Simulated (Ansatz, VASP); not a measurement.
HfC in VASP and in Ansatz

POSCAR

```
HfC
1.0
    3.3428660531      0.0000000000      0.0000000000
   -1.6714330265      2.8950069234      0.0000000000
    0.0000000000      0.0000000000      5.2027140000
Hf C
2 2
Direct
    0.3333333333      0.6666666667      0.2500000000
    0.6666666667      0.3333333333      0.7500000000
    0.0000000000      0.0000000000      0.5000000000
    0.0000000000      0.0000000000      0.0000000000
```

File INCAR.step1:

```
ALGO = Normal ; EDIFF = 1E-5
ENCUT = 520 ; GGA = PE
ISIF = 2 ; ISMEAR = -1
LASPH = T ; LREAL = F
LWAVE = T ; NBANDS = 22
NELM = 60 ; PREC = Accurate
SIGMA = 0.05
```

Contents of INCAR.step2:

```
AEXX = 0.05 ; ALGO = Normal
EDIFF = 1E-6 ; ENCUT = 520
GGA = PE ; HFSCREEN = 0.2
ISIF = 2 ; ISMEAR = -1
ISTART = 1 ; LASPH = T
LCHARG = T ; LELF = T
LHFCALC = T ; LREAL = F
LVHAR = T ; LWAVE = F
NBANDS = 22 ; NELM = 60
PREC = Accurate ; PRECFOCK = Normal
SIGMA = 0.05
```

The input KPOINTS:

```
k-points
0
Gamma
  5 5 3
```

input.yaml

```yaml
crystal:
  lattice:
    - [3.3428660531, 0.0, 0.0]
    - [-1.6714330265, 2.8950069234, 0.0]
    - [0.0, 0.0, 5.202714]
  atoms:
    - { symbol: Hf, position: [0.3333333333, 0.6666666667, 0.25] }
    - { symbol: Hf, position: [0.6666666667, 0.3333333333, 0.75] }
    - { symbol: C, position: [0.0, 0.0, 0.5] }
    - { symbol: C, position: [0.0, 0.0, 0.0] }
hamiltonian:
  xc: { exchange: pbe, correlation: pbe, exx: { coeff: 0.05, omega: 0.2 } }
  pseudopotentials: { kind: paw }
kpoints:
  mp_grid: { grid: [5, 5, 3] }
scf:
  occupations: { method: fermi_dirac, width: 0.05 }
output:
  forces: true
  stress: true
  eigenvalues: true
  write_density: true
  write_potential: true
  elf: true
  volumetric_format: npy
```

Alike in both runs: task single point; functional PBE-based screened hybrid; k mesh 5 × 5 × 3; occupations fermi-dirac, width 0.05 eV; no spin polarisation.

```csv
,VASP,Ansatz
version,VASP 6.6.1,Ansatz 0.2.0
potentials or method,"VASP PAW PBE potentials, release 64 (Hf_pv, C)",Ansatz PAW
plane-wave cutoff (eV),520,420
valence electrons in the cell,28,60
```

|  | VASP | Ansatz | Ansatz less VASP |
| --- | --- | --- | --- |
| gap on the k mesh at the Fermi level (eV) | none | none | - |
| pressure (GPa) | -2.4 | -1.3 | +1.19 |
| traceless stress, the component that is largest in VASP (GPa) | 2.88 | 2.84 | -0.050 |

VASP's potentials were made for PBE, not for PBE-based screened hybrid. A gap of «none» marks a metal or a gap that the smearing closes. VASP's potentials hold 28 valence electrons a cell and Ansatz's 60, so a difference there can come from the potentials and not from the codes.

The k mesh is coarse, so the values compare programs but aren't converged. Spin-orbit coupling is off throughout.
